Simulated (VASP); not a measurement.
# BP (F-43m) in VASP: further runs

BP is run at these levels: PBE; tasks: single point, relaxation of cell and atoms.

Everything below comes from runs of VASP 6.6.1. Logs are shortened: lines on timing, memory, paths and dates and some standing lists are left out, and cuts for length are marked.

### 1 The cell of the first run

It takes space group F-43m (No. 216, cubic). Conventional cell: a = 4.496 Å, b = 4.496 Å, c = 4.496 Å, α = 90.00°, β = 90.00°, γ = 90.00°. Within 2.6 Å of B (site symmetry -43m) lie 4 P at 1.95 Å. P (site symmetry -43m) has 4 B at 1.95 Å within 2.6 Å.

### 2 Single point, PBE

File INCAR:

```
SYSTEM = BP
PREC = Accurate
ENCUT = 500
EDIFF = 1E-6
ISMEAR = 0
SIGMA = 0.01
LREAL = .FALSE.
LASPH = .TRUE.
NELM = 120
ALGO = Normal
ISIF = 2
LWAVE = .FALSE.
LCHARG = .FALSE.
GGA = PE
NBANDS = 11
GGA_COMPAT = .FALSE.
```

File KPOINTS:

```
regular mesh
0
G
  10 10 10
  0 0 0
```

File POSCAR:

```
BP
1.0
    0.0000000000      2.2480805997      2.2480805997
    2.2480805997      0.0000000000      2.2480805997
    2.2480805997      2.2480805997      0.0000000000
B P
1 1
Direct
    0.0000000000      0.0000000000      0.0000000000
    0.7500000000      0.7500000000      0.7500000000
```

Potentials or basis: VASP PAW PBE potentials, release 64 (B, P).

Command:

```sh
> cat potpaw_PBE.64/B/POTCAR potpaw_PBE.64/P/POTCAR > POTCAR
> mpirun -np 1 vasp_std > vasp.out
```

OUTCAR:

```text
SYSTEM = BP
   PREC = Accurate
   ENCUT = 500
   EDIFF = 1E-6
   ISMEAR = 0
   LREAL = .FALSE.
   LASPH = .TRUE.
   NELM = 120
   ISIF = 2
   GGA = PE

 ion  position               nearest neighbor table
   1  0.000  0.000  0.000-   2 1.95   2 1.95   2 1.95   2 1.95
   2  0.750  0.750  0.750-   1 1.95   1 1.95   1 1.95   1 1.95

  LATTYP: Found a face centered cubic cell.
 ALAT       =     4.4961611994

  Lattice vectors:

 A1 = (   0.0000000000,   2.2480805997,   2.2480805997)
 A2 = (   2.2480805997,   0.0000000000,   2.2480805997)
 A3 = (   2.2480805997,   2.2480805997,   0.0000000000)

Analysis of symmetry for initial positions (statically):
=====================================================================
 Subroutine PRICEL returns:
 Original cell was already a primitive cell.

 Routine SETGRP: Setting up the symmetry group for a
 face centered cubic supercell.

 Subroutine GETGRP returns: Found 24 space group operations
 (whereof 24 operations were pure point group operations)
 out of a pool of 48 trial point group operations.

The static configuration has the point symmetry T_d .

Analysis of symmetry for dynamics (positions and initial velocities):
=====================================================================
 Subroutine PRICEL returns:
 Original cell was already a primitive cell.

 Routine SETGRP: Setting up the symmetry group for a
 face centered cubic supercell.

 Subroutine GETGRP returns: Found 24 space group operations
 (whereof 24 operations were pure point group operations)
 out of a pool of 48 trial point group operations.

The dynamic configuration has the point symmetry T_d .

 Subroutine INISYM returns: Found 24 space group operations
 (whereof 24 operations are pure point group operations),
 and found     1 'primitive' translations

----------------------------------------------------------------------------------------

                                     Primitive cell

  volume of cell :      22.7230

  direct lattice vectors                    reciprocal lattice vectors
     0.000000000  2.248080600  2.248080600    -0.222411954  0.222411954  0.222411954
     2.248080600  0.000000000  2.248080600     0.222411954 -0.222411954  0.222411954
     2.248080600  2.248080600  0.000000000     0.222411954  0.222411954 -0.222411954

  length of vectors
     3.179266073  3.179266073  3.179266073     0.385228805  0.385228805  0.385228805

  position of ions in fractional coordinates (direct lattice)
     0.000000000  0.000000000  0.000000000
     0.750000000  0.750000000  0.750000000

  ion indices of the primitive-cell ions
   primitive index   ion index
                 1           1
                 2           2

----------------------------------------------------------------------------------------

 KPOINTS: regular mesh

Automatic generation of k-mesh.
 Grid dimensions read from file:
 generate k-points for:   10   10   10

 Generating k-lattice:

  Cartesian coordinates                     Fractional coordinates (reciprocal lattice)
    -0.022241195  0.022241195  0.022241195     0.100000000  0.000000000  0.000000000
     0.022241195 -0.022241195  0.022241195     0.000000000  0.100000000  0.000000000
     0.022241195  0.022241195 -0.022241195     0.000000000  0.000000000  0.100000000

  Length of vectors
     0.038522881  0.038522881  0.038522881

  Shift w.r.t. Gamma in fractional coordinates (k-lattice)
     0.000000000  0.000000000  0.000000000

 Subroutine IBZKPT returns following result:
 ===========================================

 Found     47 irreducible k-points:

 Following reciprocal coordinates:
            Coordinates               Weight
  0.000000  0.000000  0.000000      1.000000
  0.100000  0.000000  0.000000      8.000000
  0.200000  0.000000  0.000000      8.000000
  0.300000  0.000000  0.000000      8.000000
  0.400000  0.000000  0.000000      8.000000
  0.500000  0.000000  0.000000      4.000000
[... 16 lines left out ...]
  0.300000  0.300000  0.000000      6.000000
  0.400000  0.300000  0.000000     24.000000
 [... further k-points ...]
   k-points           NKPTS =     47   k-points in BZ     NKDIM =     47   number of bands    NBANDS=     11
   number of dos      NEDOS =    301   number of ions     NIONS =      2
   total plane-waves  NPLWV =  13824
   dimension x,y,z NGX =    24 NGY =   24 NGZ =   24
   dimension x,y,z NGXF=    48 NGYF=   48 NGZF=   48
   ions per type =               1   1
   NGX,Y,Z   is equivalent  to a cutoff of  12.55, 12.55, 12.55 a.u.
   NGXF,Y,Z  is equivalent  to a cutoff of  25.10, 25.10, 25.10 a.u.
 SYSTEM =  BP
   PREC   = accura    normal or accurate (medium, high low for compatibility)
   ISTART =      0    job   : 0-new  1-cont  2-samecut
   ICHARG =      2    charge: 1-file 2-atom 10-const
   ISPIN  =      1    spin polarized calculation?
   LNONCOLLINEAR =      F non collinear calculations
   LSORBIT =      F    spin-orbit coupling
   LASPH  =      T    aspherical Exc in radial PAW
   ENCUT  =  500.0 eV  36.75 Ry    6.06 a.u.   5.80  5.80  5.80*2*pi/ulx,y,z
   NELM   =    120;   NELMIN=  2; NELMDL= -5     # of ELM steps
   EDIFF  = 0.1E-05   stopping-criterion for ELM
   LREAL  =      F    real-space projection
   EDIFFG = 0.1E-04   stopping-criterion for IOM
   NSW    =      0    number of steps for IOM
   IBRION =     -1    ionic relax: 0-MD 1-quasi-New 2-CG
   NFREE  =      0    steps in history (QN), initial steepest desc. (CG)
   ISIF   =      2    stress and relaxation
   ISYM   =      2    0-nonsym 1-usesym 2-fastsym
   POTIM  = 0.5000    time-step for ionic-motion
   TEBEG  =    0.0;   TEEND  =   0.0 temperature during run
   PSTRESS=    0.0 pullay stress
   NELECT =       8.0000    total number of electrons
   NUPDOWN=      -1.0000    fix difference up-down
   EMIN   =  10.00;   EMAX   =-10.00  energy-range for DOS
   EFERMI =   0.00;   METHOD = LEGACY
   ISMEAR =     0;   SIGMA  =   0.01  broadening in eV -4-tet -1-fermi 0-gaus
   EFERMI_NEDOS =   21; number of points for ismear=-14 and -15
   IALGO  =     38    algorithm
   IMIX   =      4    mixing-type and parameters
     AMIX     =   0.40;   BMIX     =  1.00
     AMIX_MAG =   1.60;   BMIX_MAG =  1.00
  volume/ion in A,a.u.               =      11.36        76.67
  Fermi-wavevector in a.u.,A,eV,Ry     =   1.155978  2.184482 18.181267  1.336285
  Thomas-Fermi vector in A             =   2.292602
   LORBIT       =      0    0 simple, 1 ext, 2 COOP (PROOUT), +10 PAW based schemes
   GGA     = PE    functional components
   LHFCALC =     F    Hartree Fock is set to
   AEXX    =    0.0000 exact exchange contribution
   IVDW    =     0    specifies the selected vdW correction
   LEPSILON=     F    determine dielectric tensor
   LRPA    =     F    only Hartree local field effects (RPA)
 non-spin polarized calculation
 Gauss-broadening in eV      SIGMA  =   0.01
  energy-cutoff  :      500.00
  volume of cell :       22.72
 maximum number of plane-waves:       589
   NGX = 11   NGY = 11   NGZ = 11

 number of electron       8.0000001 magnetization

 Free energy of the ion-electron system (eV)
  ---------------------------------------------------
  ext. energy  EPLUGINS =         0.00000000
  ---------------------------------------------------
  free energy    TOTEN  =       -12.91681123 eV

  energy without entropy =      -12.91681123  energy(sigma->0) =      -12.91681123

 E-fermi :   7.8212     XC(G=0): -11.0273

 val. band max:        7.7649906590   @ k =   0.0000   0.0000   0.0000
 cond. band min:       8.9657434332   @ k =   0.4000   0.4000   0.0000
 fundamental gap:      1.2007527742
 Fermi energy:         7.8212111601

 k-point     1 :       0.0000    0.0000    0.0000
  band No.  band energies     occupation
      1      -7.9457      2.00000
      2       7.7650      2.00000
      3       7.7650      2.00000
      4       7.7650      2.00000
      5      11.2079      0.00000
      6      11.2079      0.00000
      7      11.2079      0.00000
      8      15.5659      0.00000
      9      19.4685      0.00000
     10      19.9738      0.00000
     11      19.9738      0.00000

 k-point     2 :       0.1000    0.0000    0.0000
  band No.  band energies     occupation
      1      -7.7614      2.00000
      2       6.4428      2.00000
      3       7.4629      2.00000
      4       7.4629      2.00000
      5      11.6263      0.00000
      6      11.6263      0.00000
      7      11.6721      0.00000
      8      16.0575      0.00000
      9      19.2715      0.00000
     10      19.2715      0.00000
     11      20.0527      0.00000

 k-point     3 :       0.2000    0.0000    0.0000
  band No.  band energies     occupation
      1      -7.2151      2.00000
      2       4.0597      2.00000
      3       6.8922      2.00000
      4       6.8922      2.00000
      5      11.9185      0.00000
      6      12.3566      0.00000
      7      12.3566      0.00000
      8      17.1465      0.00000
      9      18.6600      0.00000
     10      18.6600      0.00000
     11      20.9243      0.00000

 k-point     4 :       0.3000    0.0000    0.0000
  band No.  band energies     occupation
      1      -6.3357      2.00000
      2       1.6520      2.00000
      3       6.3945      2.00000
      4       6.3945      2.00000
      5      11.8547      0.00000
      6      12.6713      0.00000
      7      12.6713      0.00000
      8      17.9377      0.00000
      9      19.2679      0.00000
     10      19.2679      0.00000
     11      21.2325      0.00000

 k-point     5 :       0.4000    0.0000    0.0000
  band No.  band energies     occupation
      1      -5.2340      2.00000
      2      -0.4201      2.00000
      3       6.0797      2.00000
      4       6.0797      2.00000
      5      11.7538      0.00000
      6      12.5799      0.00000
      7      12.5799      0.00000
      8      18.0427      0.00000
      9      21.0163      0.00000
     10      21.0163      0.00000
     11      22.1600      0.00000
[... 211 lines left out ...]
 k-point    21 :      -0.3000    0.2000    0.0000
  band No.  band energies     occupation
      1      -5.0076      2.00000
      2       0.6625      2.00000
      3       3.0021      2.00000
      4       5.8040      2.00000
      5      11.6918      0.00000
      6      13.9795      0.00000
      7      14.8284      0.00000
      8      17.3161      0.00000
      9      18.2030      0.00000
     10      20.6372      0.00000
     11      25.0225      0.00000

 k-point    22 :      -0.2000    0.2000    0.0000
  band No.  band energies     occupation
      1      -6.0372      2.00000
      2       2.4495      2.00000
      3       3.4845      2.00000
      4       6.4984      2.00000
      5      12.3079      0.00000
      6      13.1555      0.00000
      7      14.2746      0.00000
      8      16.2999      0.00000
      9      17.2893      0.00000
     10      21.5921      0.00000
     11      23.9431      0.00000

 k-point    23 :       0.3000    0.3000    0.0000
  band No.  band energies     occupation
      1      -5.7802      2.00000
      2       2.9053      2.00000
      3       4.4629      2.00000
      4       4.4629      2.00000
      5       9.2680      0.00000
      6      11.6611      0.00000
      7      16.8065      0.00000
      8      16.8065      0.00000
      9      21.1930      0.00000
     10      22.2759      0.00000
     11      24.6655      0.00000

 k-point    24 :       0.4000    0.3000    0.0000
  band No.  band energies     occupation
      1      -4.9324      2.00000
      2       1.5444      2.00000
      3       3.6123      2.00000
      4       4.1623      2.00000
      5       9.5545      0.00000
      6      11.3794      0.00000
      7      17.4295      0.00000
      8      17.4508      0.00000
      9      22.0945      0.00000
     10      23.1870      0.00000
     11      25.2284      0.00000

 [... further k-points ...]
[... 5 lines left out ...]
  --------------------------------------------------------------------------------------
  -------------------------------------------------------------------------------------
  Total        0.8141224      0.8141224      0.8141224      0.0000000     -0.0000000      0.0000000
  in kB       57.4030086     57.4030086     57.4030086      0.0000000     -0.0000000      0.0000000
  external PRESSURE =      57.4030086 kB  Pullay stress =       0.0000000 kB

 VOLUME and BASIS-vectors are now :
 -----------------------------------------------------------------------------
  energy-cutoff  :      500.00
  volume of cell :       22.72
      direct lattice vectors                 reciprocal lattice vectors
     0.000000000  2.248080600  2.248080600    -0.222411954  0.222411954  0.222411954
     2.248080600  0.000000000  2.248080600     0.222411954 -0.222411954  0.222411954
     2.248080600  2.248080600  0.000000000     0.222411954  0.222411954 -0.222411954

 POSITION                                       TOTAL-FORCE (eV/Angst)
 -----------------------------------------------------------------------------------
      0.00000      0.00000      0.00000         0.000000      0.000000      0.000000
      3.37212      3.37212      3.37212        -0.000000     -0.000000     -0.000000
 -----------------------------------------------------------------------------------
    total drift:                               -0.000000     -0.000000     -0.000000

  FREE ENERGIE OF THE ION-ELECTRON SYSTEM (eV)
  ---------------------------------------------------
  free  energy   TOTEN  =       -12.9168112278 eV

  energy  without entropy=      -12.9168112278  energy(sigma->0) =      -12.91681123
```

Wall time 13 s (1 thread of Intel Xeon 8259CL, shared host); peak memory 0.13 GiB.

Results:

* Free energy: -12.9168 eV
* Pressure: 5.7 GPa
* Band gap on the k mesh: 1.20 eV, indirect (least direct gap 3.44 eV)

(Part 1 of 2 ends here.)
